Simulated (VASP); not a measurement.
# ZrB2W3 (P6/mmm) in VASP: single point with PBE

Aim: the single point of ZrB2W3 with PBE.

Everything below comes from runs of VASP 6.6.1. Logs are shortened: lines on timing, memory, paths and dates and some standing lists are left out, and cuts for length are marked.

**1. The cell of the first run**

Symmetry: P6/mmm, No. 191, hexagonal system. Conventional cell: a = 5.401 Å, b = 5.401 Å, c = 3.391 Å, α = 90.00°, β = 90.00°, γ = 120.00°. Within 4.1 Å of Zr (site symmetry 6/mmm) lie 6 B at 3.12 Å and 12 W at 3.19 Å and 2 Zr at 3.39 Å. B (site symmetry -6m2) has 6 W at 2.30 Å within 3.0 Å. W (site symmetry mmm) has 4 B at 2.30 Å and 4 W at 2.70 Å within 3.0 Å.

**2. Single point, PBE, collinear spin, ferromagnetic start**

The input, INCAR:

```
SYSTEM = ZrB2W3
PREC     = Accurate       ! precision mode
ENCUT    = 520            ! plane-wave cutoff, eV
EDIFF    = 1E-6           ! SCF threshold, eV
ISMEAR   = 0              ! smearing method
SIGMA    = 0.1            ! smearing width, eV
LREAL    = .FALSE.        ! projectors in reciprocal space
LASPH    = .TRUE.         ! aspherical terms in the spheres
NELM     = 150            ! most SCF steps
ALGO     = Normal         ! electronic algorithm
ISIF     = 2              ! what is computed and relaxed
LWAVE    = .FALSE.        ! write WAVECAR
LCHARG   = .FALSE.        ! write CHGCAR
ISPIN    = 2              ! spin polarisation
MAGMOM   = 1 0 0 0 0 0    ! initial moments
LORBIT   = 11             ! projections on sites
LMAXMIX  = 4              ! l up to which the mixer works
GGA      = PE             ! functional
NBANDS   = 43             ! bands
```

The input, KPOINTS:

```
Automatic mesh
0
G
  6 6 6
  0 0 0
```

The input, POSCAR:

```
ZrB2W3
1.0
    5.4013051848      0.0000000000      0.0000000000
   -2.7006525924      4.6776675037      0.0000000000
    0.0000000000      0.0000000000      3.3910003853
Zr B W
1 2 3
Direct
    0.0000000000      0.0000000000      0.5000000000
    0.3333333333      0.6666666667      0.5000000000
    0.6666666667      0.3333333333      0.5000000000
    0.0000000000      0.5000000000      0.0000000000
    0.5000000000      0.0000000000      0.0000000000
    0.5000000000      0.5000000000      0.0000000000
```

Potentials or basis: VASP PAW PBE potentials, release 64 (Zr_sv, B, W_sv).

The run is started by

```bash
cat potpaw_PBE.64/Zr_sv/POTCAR potpaw_PBE.64/B/POTCAR potpaw_PBE.64/W_sv/POTCAR > POTCAR
mpirun -np 1 vasp_std > vasp.out
```

OUTCAR:

```text
SYSTEM = ZrB2W3
   PREC = Accurate
   ENCUT = 520
   EDIFF = 1E-6
   ISMEAR = 0
   LREAL = .FALSE.
   LASPH = .TRUE.
   NELM = 150
   ISIF = 2
   ISPIN = 2
   LORBIT = 11
   GGA = PE

 ion  position               nearest neighbor table
   1  0.000  0.000  0.500-   5 3.19   5 3.19   5 3.19   5 3.19   4 3.19   6 3.19   4 3.19   4 3.19
                             6 3.19   4 3.19   6 3.19   6 3.19
   2  0.333  0.667  0.500-   4 2.30   4 2.30   5 2.30   5 2.30   6 2.30   6 2.30
   3  0.667  0.333  0.500-   4 2.30   4 2.30   5 2.30   5 2.30   6 2.30   6 2.30
   4  0.000  0.500  0.000-   2 2.30   3 2.30   2 2.30   3 2.30   6 2.70   6 2.70   5 2.70   5 2.70
                             1 3.19   1 3.19   1 3.19   1 3.19
   5  0.500  0.000  0.000-   2 2.30   3 2.30   2 2.30   3 2.30   4 2.70   6 2.70   6 2.70   4 2.70
                             1 3.19   1 3.19   1 3.19   1 3.19
   6  0.500  0.500  0.000-   2 2.30   3 2.30   2 2.30   3 2.30   4 2.70   4 2.70   5 2.70   5 2.70
                             1 3.19   1 3.19   1 3.19   1 3.19

  LATTYP: Found a hexagonal cell.
 ALAT       =     5.4013051848
 C/A-ratio  =     0.6278112918

  Lattice vectors:

 A1 = (   5.4013051848,   0.0000000000,   0.0000000000)
 A2 = (  -2.7006525924,   4.6776675037,   0.0000000000)
 A3 = (   0.0000000000,   0.0000000000,   3.3910003853)

Analysis of symmetry for initial positions (statically):
=====================================================================
 Subroutine PRICEL returns:
 Original cell was already a primitive cell.

 Routine SETGRP: Setting up the symmetry group for a
 hexagonal supercell.

 Subroutine GETGRP returns: Found 24 space group operations
 (whereof 24 operations were pure point group operations)
 out of a pool of 24 trial point group operations.

The static configuration has the point symmetry D_6h.

Analysis of symmetry for dynamics (positions and initial velocities):
=====================================================================
 Subroutine PRICEL returns:
 Original cell was already a primitive cell.

 Routine SETGRP: Setting up the symmetry group for a
 hexagonal supercell.

 Subroutine GETGRP returns: Found 24 space group operations
 (whereof 24 operations were pure point group operations)
 out of a pool of 24 trial point group operations.

The dynamic configuration has the point symmetry D_6h.

Analysis of structural, dynamic, and magnetic symmetry:
=====================================================================
 Subroutine PRICEL returns:
 Original cell was already a primitive cell.

 Routine SETGRP: Setting up the symmetry group for a
 hexagonal supercell.

 Subroutine GETGRP returns: Found 24 space group operations
 (whereof 24 operations were pure point group operations)
 out of a pool of 24 trial point group operations.

The overall configuration has the point symmetry D_6h.

 Subroutine INISYM returns: Found 24 space group operations
 (whereof 24 operations are pure point group operations),
 and found     1 'primitive' translations

----------------------------------------------------------------------------------------

                                     Primitive cell

  volume of cell :      85.6754

  direct lattice vectors                    reciprocal lattice vectors
     5.401305185  0.000000000  0.000000000     0.185140437  0.106890881  0.000000000
    -2.700652592  4.677667504  0.000000000     0.000000000  0.213781762  0.000000000
     0.000000000  0.000000000  3.391000385     0.000000000  0.000000000  0.294898227

  length of vectors
     5.401305185  5.401305185  3.391000385     0.213781762  0.213781762  0.294898227

  position of ions in fractional coordinates (direct lattice)
     0.000000000  0.000000000  0.500000000
     0.333333333  0.666666667  0.500000000
     0.666666667  0.333333333  0.500000000
     1.000000000  0.500000000  0.000000000
     0.500000000  0.000000000  0.000000000
     0.500000000  0.500000000  0.000000000

  ion indices of the primitive-cell ions
   primitive index   ion index
                 1           1
                 2           2
                 3           3
                 4           4
                 5           5
                 6           6

----------------------------------------------------------------------------------------

 KPOINTS: Automatic mesh

Automatic generation of k-mesh.
 Grid dimensions read from file:
 generate k-points for:    6    6    6

 Generating k-lattice:

  Cartesian coordinates                     Fractional coordinates (reciprocal lattice)
     0.030856739  0.017815147  0.000000000     0.166666667 -0.000000000  0.000000000
     0.000000000  0.035630294  0.000000000     0.000000000  0.166666667  0.000000000
     0.000000000  0.000000000  0.049149704     0.000000000  0.000000000  0.166666667

  Length of vectors
     0.035630294  0.035630294  0.049149704

  Shift w.r.t. Gamma in fractional coordinates (k-lattice)
     0.000000000  0.000000000  0.000000000

 Subroutine IBZKPT returns following result:
 ===========================================

 Found     28 irreducible k-points:

 Following reciprocal coordinates:
            Coordinates               Weight
  0.000000  0.000000  0.000000      1.000000
  0.166667  0.000000  0.000000      6.000000
  0.333333  0.000000  0.000000      6.000000
  0.500000  0.000000  0.000000      3.000000
  0.166667  0.166667  0.000000      6.000000
  0.333333  0.166667  0.000000     12.000000
[... 16 lines left out ...]
  0.166667  0.000000  0.500000      6.000000
  0.333333  0.000000  0.500000      6.000000
 [... further k-points ...]
   k-points           NKPTS =     28   k-points in BZ     NKDIM =     28   number of bands    NBANDS=     43
   number of dos      NEDOS =    301   number of ions     NIONS =      6
   total plane-waves  NPLWV =  44800
   dimension x,y,z NGX =    40 NGY =   40 NGZ =   28
   dimension x,y,z NGXF=    80 NGYF=   80 NGZF=   56
   ions per type =               1   2   3
   NGX,Y,Z   is equivalent  to a cutoff of  12.31, 12.31, 13.73 a.u.
   NGXF,Y,Z  is equivalent  to a cutoff of  24.62, 24.62, 27.45 a.u.
 SYSTEM =  ZrB2W3
   PREC   = accura    normal or accurate (medium, high low for compatibility)
   ISTART =      0    job   : 0-new  1-cont  2-samecut
   ICHARG =      2    charge: 1-file 2-atom 10-const
   ISPIN  =      2    spin polarized calculation?
   LNONCOLLINEAR =      F non collinear calculations
   LSORBIT =      F    spin-orbit coupling
   LASPH  =      T    aspherical Exc in radial PAW
   ENCUT  =  520.0 eV  38.22 Ry    6.18 a.u.  10.04 10.04  6.31*2*pi/ulx,y,z
   NELM   =    150;   NELMIN=  2; NELMDL= -5     # of ELM steps
   EDIFF  = 0.1E-05   stopping-criterion for ELM
   LREAL  =      F    real-space projection
   EDIFFG = 0.1E-04   stopping-criterion for IOM
   NSW    =      0    number of steps for IOM
   IBRION =     -1    ionic relax: 0-MD 1-quasi-New 2-CG
   NFREE  =      0    steps in history (QN), initial steepest desc. (CG)
   ISIF   =      2    stress and relaxation
   ISYM   =      2    0-nonsym 1-usesym 2-fastsym
   POTIM  = 0.5000    time-step for ionic-motion
   TEBEG  =    0.0;   TEEND  =   0.0 temperature during run
   PSTRESS=    0.0 pullay stress
   NELECT =      60.0000    total number of electrons
   NUPDOWN=      -1.0000    fix difference up-down
   EMIN   =  10.00;   EMAX   =-10.00  energy-range for DOS
   EFERMI =   0.00;   METHOD = LEGACY
   ISMEAR =     0;   SIGMA  =   0.10  broadening in eV -4-tet -1-fermi 0-gaus
   EFERMI_NEDOS =   21; number of points for ismear=-14 and -15
   IALGO  =     38    algorithm
   IMIX   =      4    mixing-type and parameters
     AMIX     =   0.40;   BMIX     =  1.00
     AMIX_MAG =   1.60;   BMIX_MAG =  1.00
  volume/ion in A,a.u.               =      14.28        96.36
  Fermi-wavevector in a.u.,A,eV,Ry     =   1.453807  2.747296 28.756640  2.113553
  Thomas-Fermi vector in A             =   2.571030
   LORBIT       =     11    0 simple, 1 ext, 2 COOP (PROOUT), +10 PAW based schemes
   GGA     = PE    functional components
   LHFCALC =     F    Hartree Fock is set to
   AEXX    =    0.0000 exact exchange contribution
   IVDW    =     0    specifies the selected vdW correction
   LEPSILON=     F    determine dielectric tensor
   LRPA    =     F    only Hartree local field effects (RPA)
 spin polarized calculation
 Gauss-broadening in eV      SIGMA  =   0.10
  energy-cutoff  :      520.00
  volume of cell :       85.68
 maximum number of plane-waves:      2340
   NGX = 21   NGY = 21   NGZ = 13

 number of electron      60.0000012 magnetization       0.0003528

 number of electron      60.0000012 magnetization      -0.0000597

 Free energy of the ion-electron system (eV)
  ---------------------------------------------------
  ext. energy  EPLUGINS =         0.00000000
  ---------------------------------------------------
  free energy    TOTEN  =       -61.35544252 eV

  energy without entropy =      -61.34220701  energy(sigma->0) =      -61.34882476

 E-fermi :   9.6637     XC(G=0): -12.6242

 val. band max:        9.6540687525   @ k =   0.1667   0.0000   0.3333
 cond. band min:       9.6799891513   @ k =   0.5000   0.0000   0.3333
 fundamental gap:      0.0259203988
 Fermi energy:         9.6636967290

 spin component 1

 k-point     1 :       0.0000    0.0000    0.0000
  band No.  band energies     occupation
      1     -64.2010      1.00000
      2     -64.0936      1.00000
      3     -64.0936      1.00000
      4     -39.2925      1.00000
      5     -29.2308      1.00000
      6     -28.6300      1.00000
[... 34 lines left out ...]
     41      15.1559      0.00000
     42      15.1559      0.00000
[... 994 lines left out ...]
      2     -64.1131      1.00000
      3     -64.0903      1.00000
      4     -39.2703      1.00000
      5     -28.9964      1.00000
      6     -28.6272      1.00000
[... 34 lines left out ...]
     41      14.0771      0.00000
     42      15.9128      0.00000

 [... further k-points ...]

 spin component 2

 k-point     1 :       0.0000    0.0000    0.0000
  band No.  band energies     occupation
      1     -64.2010      1.00000
      2     -64.0936      1.00000
      3     -64.0936      1.00000
      4     -39.2926      1.00000
      5     -29.2308      1.00000
      6     -28.6301      1.00000
[... 34 lines left out ...]
     41      15.1559      0.00000
     42      15.1559      0.00000
[... 994 lines left out ...]
      2     -64.1131      1.00000
      3     -64.0903      1.00000
      4     -39.2703      1.00000
      5     -28.9964      1.00000
      6     -28.6272      1.00000
[... 34 lines left out ...]
     41      14.0771      0.00000
     42      15.9127      0.00000

 [... further k-points ...]

 [bands above 42 left out]

------------------------ aborting loop because EDIFF is reached ----------------------------------------

  FORCE on cell =-STRESS in cart. coord.  units (eV):
  Direction    XX          YY          ZZ          XY          YZ          ZX
  --------------------------------------------------------------------------------------
  -------------------------------------------------------------------------------------
  Total        0.2167432      0.2167432      0.1745343      0.0000000     -0.0000000     -0.0000000
  in kB        4.0532199      4.0532199      3.2638902      0.0000000     -0.0000000     -0.0000000
  external PRESSURE =       3.7901100 kB  Pullay stress =       0.0000000 kB

 VOLUME and BASIS-vectors are now :
 -----------------------------------------------------------------------------
  energy-cutoff  :      520.00
  volume of cell :       85.68
      direct lattice vectors                 reciprocal lattice vectors
     5.401305185  0.000000000  0.000000000     0.185140437  0.106890881  0.000000000
    -2.700652592  4.677667504  0.000000000     0.000000000  0.213781762  0.000000000
     0.000000000  0.000000000  3.391000385     0.000000000  0.000000000  0.294898227

 POSITION                                       TOTAL-FORCE (eV/Angst)
 -----------------------------------------------------------------------------------
      0.00000      0.00000      1.69550        -0.000000      0.000000      0.000000
     -0.00000      3.11845      1.69550        -0.000000      0.000000      0.000000
      2.70065      1.55922      1.69550         0.000000      0.000000      0.000000
     -1.35033      2.33883      0.00000        -0.000000      0.000000      0.000000
      2.70065      0.00000      0.00000        -0.000000      0.000000      0.000000
      1.35033      2.33883      0.00000        -0.000000      0.000000      0.000000
 -----------------------------------------------------------------------------------
    total drift:                               -0.000000      0.000000     -0.000000

  FREE ENERGIE OF THE ION-ELECTRON SYSTEM (eV)
  ---------------------------------------------------
  free  energy   TOTEN  =       -61.3554425155 eV

  energy  without entropy=      -61.3422070068  energy(sigma->0) =      -61.34882476

 total charge

# of ion       s       p       d       tot
------------------------------------------
    1        2.164   5.987   1.480   9.631
    2        0.709   1.147   0.000   1.856
    3        0.709   1.147   0.000   1.856
    4        2.390   6.356   3.382  12.128
    5        2.390   6.356   3.382  12.128
    6        2.390   6.356   3.382  12.128
--------------------------------------------------
tot         10.754  27.349  11.624  49.727

 magnetization (x)

# of ion       s       p       d       tot
------------------------------------------
    1       -0.000  -0.000  -0.000  -0.000
    2        0.000   0.000   0.000   0.000
    3        0.000   0.000   0.000   0.000
    4       -0.000  -0.000   0.000  -0.000
    5       -0.000  -0.000   0.000  -0.000
    6       -0.000  -0.000   0.000  -0.000
--------------------------------------------------
tot         -0.000   0.000  -0.000  -0.000
```

Run time: 4.2 min. Hardware: 1 thread of Intel Xeon Platinum 8259CL at 2.50GHz (Skylake/Cascade Lake), shared host; peak memory 0.33 GiB.

Results:

| Property | Result |
| --- | --- |
| Free energy | -61.3554 eV |
| Pressure | 0.4 GPa |
| Band gap on the k mesh | zero (filled and empty bands overlap) |
| Net moment | 0.00 μB per cell |
| Valence electrons inside the program's atomic spheres | Zr 9.63; B 1.86; W 12.13 |

Levels at points of the mesh, in eV from the Fermi level:
Spin up:
```tsv
k point	band 28	band 29	band 30	band 31	band 32	band 33
(0.00, 0.00, 0.00)	-0.76	-0.76	0.46	0.95	0.95	1.38
(0.50, 0.00, 0.00)	-1.09	-0.92	-0.51	-0.34	0.68	0.94
(0.00, 0.00, 0.50)	-0.67	-0.67	0.63	0.89	0.89	1.47
(0.50, 0.00, 0.50)	-1.52	-0.47	0.14	0.38	1.25	1.51
```
Spin down:
```csv
k point,band 27,band 28,band 29,band 30,band 31,band 32,band 33,band 34
"(0.00, 0.00, 0.00)",-1.58,-0.76,-0.76,0.46,0.95,0.95,1.38,2.43
"(0.50, 0.00, 0.00)",-1.57,-1.09,-0.92,-0.51,-0.34,0.68,0.94,2.08
"(0.00, 0.00, 0.50)",-0.95,-0.67,-0.67,0.63,0.89,0.89,1.47,2.20
"(0.50, 0.00, 0.50)",-1.57,-1.52,-0.47,0.14,0.38,1.25,1.51,1.96
```

Caveat: spin-orbit coupling is left out, which moves the levels of the heavy elements.
